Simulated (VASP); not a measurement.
Crystal: CuI (Marshite).

```
Cu I
1.0
     0.00000    3.03150    3.03150
     3.03150    0.00000    3.03150
     3.03150    3.03150    0.00000
Cu I
1 1
Direct
  0.25000 0.25000 0.25000
  0.00000 0.00000 0.00000
```

Base run:

```yaml
Program: VASP 6.6.1
Functional: r2SCAN
Potentials_or_basis: VASP PAW PBE potentials, release 64 (Cu, I)
Cutoff: 520 eV
k_mesh: 6 × 6 × 6
Occupations: methfessel-paxton, width 0.1 eV
Spin: no spin polarisation
```

Its results: band gap on the k mesh 1.61 eV, direct; pressure -0.9 GPa.

Problem. The run is repeated on the same cell with these changes: functional from r2SCAN to BLYP. What comes out?

Solution. Band gap on the k mesh 1.22 eV, direct; pressure 3.8 GPa.

r2SCAN gives the wider gap, since meta-GGAs in the generalised Kohn-Sham scheme recover part of the derivative discontinuity.

Caveats: the PAW data sets were made with another functional, which shifts forces and pressure a little; spin-orbit coupling is left out, which moves the levels of the heavy elements.

